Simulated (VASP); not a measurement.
# Cr (Im-3m) in VASP: notebook

Runs on Cr. Level: PBE. Tasks: single point.

All numbers are computed with VASP 6.6.1; they aren't measurements. Logs are shortened: lines on timing, memory, paths and dates and some standing lists are left out, and cuts for length are marked.

### 1 The cell of the first run

The structure is cubic, space group Im-3m (No. 229). The conventional cell has a = 2.909 Å, b = 2.909 Å, c = 2.909 Å, α = 90.00°, β = 90.00°, γ = 90.00°. Cr (site symmetry m-3m) has 14 Cr at 2.52 to 2.91 Å within 3.3 Å.

### 2 Single point, PBE, collinear spin, antiferromagnetic start (volume scaled by 0.9405)

The input, INCAR:

```
ALGO = Normal
EDIFF = 1E-7
ENCUT = 520
GGA = PE
ISIF = 2
ISMEAR = -1
ISPIN = 2
LASPH = True
LCHARG = False
LMAXMIX = 4
LORBIT = 11
LREAL = False
LWAVE = False
MAGMOM = -3 3
NBANDS = 23
NELM = 150
PREC = Accurate
SIGMA = 0.05
```

The input, KPOINTS:

```
k-points
0
Gamma
  11 11 11
```

The input, POSCAR:

```
Cr
1.0
    2.9088081297      0.0000000000      0.0000000000
    0.0000000000      2.9088081297      0.0000000000
    0.0000000000      0.0000000000      2.9088081297
Cr
2
Direct
    0.0000000000      0.0000000000      0.0000000000
    0.5000000000      0.5000000000      0.5000000000
```

Potentials or basis: VASP PAW PBE potentials, release 64 (Cr_pv).

The run is started by

```bash
cat potpaw_PBE.64/Cr_pv/POTCAR > POTCAR
mpirun -np 1 vasp_std > vasp.out
```

OUTCAR:

```text
EDIFF = 1E-7
   ENCUT = 520
   GGA = PE
   ISIF = 2
   ISMEAR = -1
   ISPIN = 2
   LASPH = True
   LORBIT = 11
   LREAL = False
   NELM = 150
   PREC = Accurate

 ion  position               nearest neighbor table
   1  0.000  0.000  0.000-   2 2.52   2 2.52   2 2.52   2 2.52   2 2.52   2 2.52   2 2.52   2 2.52

   2  0.500  0.500  0.500-   1 2.52   1 2.52   1 2.52   1 2.52   1 2.52   1 2.52   1 2.52   1 2.52

  LATTYP: Found a simple cubic cell.
 ALAT       =     2.9088081297

  Lattice vectors:

 A1 = (   2.9088081297,   0.0000000000,   0.0000000000)
 A2 = (   0.0000000000,   2.9088081297,   0.0000000000)
 A3 = (   0.0000000000,   0.0000000000,   2.9088081297)

Analysis of symmetry for initial positions (statically):
=====================================================================
 Subroutine PRICEL returns following result:

  LATTYP: Found a body centered cubic cell.
 ALAT       =     2.9088081297

  Lattice vectors:

 A1 = (   1.4544040649,   1.4544040649,  -1.4544040649)
 A2 = (  -1.4544040649,   1.4544040649,   1.4544040649)
 A3 = (   1.4544040649,  -1.4544040649,   1.4544040649)

   2 primitive cells build up your supercell.

 Routine SETGRP: Setting up the symmetry group for a
 simple cubic supercell.

 Subroutine GETGRP returns: Found 48 space group operations
 (whereof 48 operations were pure point group operations)
 out of a pool of 48 trial point group operations.

The static configuration has the point symmetry O_h .

Analysis of symmetry for dynamics (positions and initial velocities):
=====================================================================
 Subroutine PRICEL returns following result:

  LATTYP: Found a body centered cubic cell.
 ALAT       =     2.9088081297

  Lattice vectors:

 A1 = (   1.4544040649,   1.4544040649,  -1.4544040649)
 A2 = (  -1.4544040649,   1.4544040649,   1.4544040649)
 A3 = (   1.4544040649,  -1.4544040649,   1.4544040649)

   2 primitive cells build up your supercell.

 Routine SETGRP: Setting up the symmetry group for a
 simple cubic supercell.

 Subroutine GETGRP returns: Found 48 space group operations
 (whereof 48 operations were pure point group operations)
 out of a pool of 48 trial point group operations.

The dynamic configuration has the point symmetry O_h .

Analysis of structural, dynamic, and magnetic symmetry:
=====================================================================
 Subroutine PRICEL returns following result:

  LATTYP: Found a body centered cubic cell.
 ALAT       =     2.9088081297

  Lattice vectors:

 A1 = (   1.4544040649,   1.4544040649,  -1.4544040649)
 A2 = (  -1.4544040649,   1.4544040649,   1.4544040649)
 A3 = (   1.4544040649,  -1.4544040649,   1.4544040649)

   2 primitive cells build up your supercell.

 Routine SETGRP: Setting up the symmetry group for a
 simple cubic supercell.

 Subroutine GETGRP returns: Found 48 space group operations
 (whereof 48 operations were pure point group operations)
 out of a pool of 48 trial point group operations.

The overall configuration has the point symmetry O_h .

 Subroutine INISYM returns: Found 48 space group operations
 (whereof 48 operations are pure point group operations),
 and found     2 'primitive' translations

----------------------------------------------------------------------------------------

                                     Primitive cell

  volume of cell :      12.3060

  direct lattice vectors                    reciprocal lattice vectors
     1.454404065  1.454404065 -1.454404065     0.343783418  0.343783418  0.000000000
    -1.454404065  1.454404065  1.454404065     0.000000000  0.343783418  0.343783418
     1.454404065 -1.454404065  1.454404065     0.343783418  0.000000000  0.343783418

  length of vectors
     2.519101735  2.519101735  2.519101735     0.486183172  0.486183172  0.486183172

  position of ions in fractional coordinates (direct lattice)
     0.000000000  0.000000000  0.000000000

  ion indices of the primitive-cell ions
   primitive index   ion index
                 1           1

----------------------------------------------------------------------------------------

 KPOINTS: k-points

Automatic generation of k-mesh.
 Grid dimensions read from file:
 generate k-points for:   11   11   11

 Generating k-lattice:

  Cartesian coordinates                     Fractional coordinates (reciprocal lattice)
     0.031253038  0.000000000  0.000000000     0.090909091  0.000000000  0.000000000
     0.000000000  0.031253038  0.000000000     0.000000000  0.090909091  0.000000000
     0.000000000  0.000000000  0.031253038     0.000000000  0.000000000  0.090909091

  Length of vectors
     0.031253038  0.031253038  0.031253038

  Shift w.r.t. Gamma in fractional coordinates (k-lattice)
     0.000000000  0.000000000  0.000000000

 Subroutine IBZKPT returns following result:
 ===========================================

 Found     56 irreducible k-points:

 Following reciprocal coordinates:
            Coordinates               Weight
  0.000000  0.000000  0.000000      1.000000
  0.090909  0.000000  0.000000      6.000000
  0.181818  0.000000  0.000000      6.000000
  0.272727  0.000000  0.000000      6.000000
  0.363636  0.000000  0.000000      6.000000
  0.454545  0.000000  0.000000      6.000000
[... 16 lines left out ...]
  0.181818  0.090909  0.090909     24.000000
  0.272727  0.090909  0.090909     24.000000
 [... further k-points ...]
   k-points           NKPTS =     56   k-points in BZ     NKDIM =     56   number of bands    NBANDS=     23
   number of dos      NEDOS =    301   number of ions     NIONS =      2
   total plane-waves  NPLWV =  13824
   dimension x,y,z NGX =    24 NGY =   24 NGZ =   24
   dimension x,y,z NGXF=    48 NGYF=   48 NGZF=   48
   ions per type =               2
   NGX,Y,Z   is equivalent  to a cutoff of  13.72, 13.72, 13.72 a.u.
   NGXF,Y,Z  is equivalent  to a cutoff of  27.43, 27.43, 27.43 a.u.
 SYSTEM =  unknown system
   PREC   = accura    normal or accurate (medium, high low for compatibility)
   ISTART =      0    job   : 0-new  1-cont  2-samecut
   ICHARG =      2    charge: 1-file 2-atom 10-const
   ISPIN  =      2    spin polarized calculation?
   LNONCOLLINEAR =      F non collinear calculations
   LSORBIT =      F    spin-orbit coupling
   LASPH  =      T    aspherical Exc in radial PAW
   ENCUT  =  520.0 eV  38.22 Ry    6.18 a.u.   5.41  5.41  5.41*2*pi/ulx,y,z
   NELM   =    150;   NELMIN=  2; NELMDL= -5     # of ELM steps
   EDIFF  = 0.1E-06   stopping-criterion for ELM
   LREAL  =      F    real-space projection
   EDIFFG = 0.1E-05   stopping-criterion for IOM
   NSW    =      0    number of steps for IOM
   IBRION =     -1    ionic relax: 0-MD 1-quasi-New 2-CG
   NFREE  =      0    steps in history (QN), initial steepest desc. (CG)
   ISIF   =      2    stress and relaxation
   ISYM   =      2    0-nonsym 1-usesym 2-fastsym
   POTIM  = 0.5000    time-step for ionic-motion
   TEBEG  =    0.0;   TEEND  =   0.0 temperature during run
   PSTRESS=    0.0 pullay stress
   NELECT =      24.0000    total number of electrons
   NUPDOWN=      -1.0000    fix difference up-down
   EMIN   =  10.00;   EMAX   =-10.00  energy-range for DOS
   EFERMI =   0.00;   METHOD = LEGACY
   ISMEAR =    -1;   SIGMA  =   0.05  broadening in eV -4-tet -1-fermi 0-gaus
   EFERMI_NEDOS =   21; number of points for ismear=-14 and -15
   IALGO  =     38    algorithm
   IMIX   =      4    mixing-type and parameters
     AMIX     =   0.40;   BMIX     =  1.00
     AMIX_MAG =   1.60;   BMIX_MAG =  1.00
  volume/ion in A,a.u.               =      12.31        83.04
  Fermi-wavevector in a.u.,A,eV,Ry     =   1.623417  3.067814 35.857933  2.635484
  Thomas-Fermi vector in A             =   2.716871
   LORBIT       =     11    0 simple, 1 ext, 2 COOP (PROOUT), +10 PAW based schemes
   GGA     = PE    functional components
   LHFCALC =     F    Hartree Fock is set to
   AEXX    =    0.0000 exact exchange contribution
   IVDW    =     0    specifies the selected vdW correction
   LEPSILON=     F    determine dielectric tensor
   LRPA    =     F    only Hartree local field effects (RPA)
 spin polarized calculation
  energy-cutoff  :      520.00
  volume of cell :       24.61
 maximum number of plane-waves:       691
 NGX is ok and might be reduce to    24
   NGX = 11   NGY = 11   NGZ = 11

 number of electron      23.9999999 magnetization      -0.0000000

 number of electron      23.9999999 magnetization       0.0000000

 Free energy of the ion-electron system (eV)
  ---------------------------------------------------
  ext. energy  EPLUGINS =         0.00000000
  ---------------------------------------------------
  free energy    TOTEN  =       -19.04157683 eV

  energy without entropy =      -19.03759164  energy(sigma->0) =      -19.03958423

 E-fermi :  10.0888     XC(G=0): -13.2811

 val. band max:       10.0554772478   @ k =   0.3636   0.0909   0.0000
 cond. band min:      10.1216392860   @ k =   0.4545   0.0000   0.0000
 fundamental gap:      0.0661620382
 Fermi energy:        10.0888262980

 spin component 1

 k-point     1 :       0.0000    0.0000    0.0000
  band No.  band energies     occupation
      1     -33.5379      1.00000
      2     -33.5379      1.00000
      3     -33.5379      1.00000
      4     -32.0464      1.00000
      5     -32.0464      1.00000
      6     -32.0464      1.00000
[... 613 lines left out ...]
     22      22.3206      0.00000
     23      28.0190      0.00000

 [... further k-points ...]

 spin component 2

 k-point     1 :       0.0000    0.0000    0.0000
  band No.  band energies     occupation
      1     -33.5379      1.00000
      2     -33.5379      1.00000
      3     -33.5379      1.00000
      4     -32.0464      1.00000
      5     -32.0464      1.00000
      6     -32.0464      1.00000
[... 613 lines left out ...]
     22      22.3206      0.00000
     23      28.0190      0.00000

 [... further k-points ...]
[... 5 lines left out ...]
  --------------------------------------------------------------------------------------
  -------------------------------------------------------------------------------------
  Total       -1.0988205     -1.0988205     -1.0988205      0.0000000      0.0000000     -0.0000000
  in kB      -71.5306405    -71.5306405    -71.5306405      0.0000000      0.0000000     -0.0000000
  external PRESSURE =     -71.5306405 kB  Pullay stress =       0.0000000 kB

 VOLUME and BASIS-vectors are now :
 -----------------------------------------------------------------------------
  energy-cutoff  :      520.00
  volume of cell :       24.61
      direct lattice vectors                 reciprocal lattice vectors
     2.908808130  0.000000000  0.000000000     0.343783418  0.000000000  0.000000000
     0.000000000  2.908808130  0.000000000     0.000000000  0.343783418  0.000000000
     0.000000000  0.000000000  2.908808130     0.000000000  0.000000000  0.343783418

 POSITION                                       TOTAL-FORCE (eV/Angst)
 -----------------------------------------------------------------------------------
      0.00000      0.00000      0.00000         0.000000      0.000000     -0.000000
      1.45440      1.45440      1.45440        -0.000000     -0.000000      0.000000
 -----------------------------------------------------------------------------------
    total drift:                                0.000000      0.000000     -0.000000

  FREE ENERGIE OF THE ION-ELECTRON SYSTEM (eV)
  ---------------------------------------------------
  free  energy   TOTEN  =       -19.0415768275 eV

  energy  without entropy=      -19.0375916384  energy(sigma->0) =      -19.03958423

 total charge

# of ion       s       p       d       tot
------------------------------------------
    1        0.417   6.364   4.150  10.932
    2        0.417   6.364   4.150  10.932
--------------------------------------------------
tot          0.835  12.728   8.301  21.864

 magnetization (x)

# of ion       s       p       d       tot
------------------------------------------
    1       -0.018  -0.012  -1.368  -1.397
    2        0.018   0.012   1.368   1.397
--------------------------------------------------
tot          0.000   0.000   0.000   0.000
```

It used 36 s of CPU time on 1 thread of Intel Xeon 6975P-C, on a shared host.

What came out:

* Free energy: -19.0416 eV
* Pressure: -7.2 GPa
* Band gap on the k mesh: zero (filled and empty bands overlap)
* Net moment: 0.00 μB per cell
* Site moments: Cr -1.40, +1.40 μB
* Valence electrons inside the program's atomic spheres: Cr 10.93

Levels at points of the mesh, in eV from the Fermi level:
Spin up:
```csv
k point,band 9,band 10,band 11,band 12,band 13,band 14,band 15,band 16
"(0.00, 0.00, 0.00)",-3.89,-0.85,-0.85,-0.85,1.25,1.25,2.57,2.57
```
Spin down:
| k point | band 10 | band 11 | band 12 | band 13 | band 14 | band 15 |
| --- | --- | --- | --- | --- | --- | --- |
| (0.00, 0.00, 0.00) | -0.85 | -0.85 | -0.85 | 1.25 | 1.25 | 2.57 |

[end of part 1 of 2]
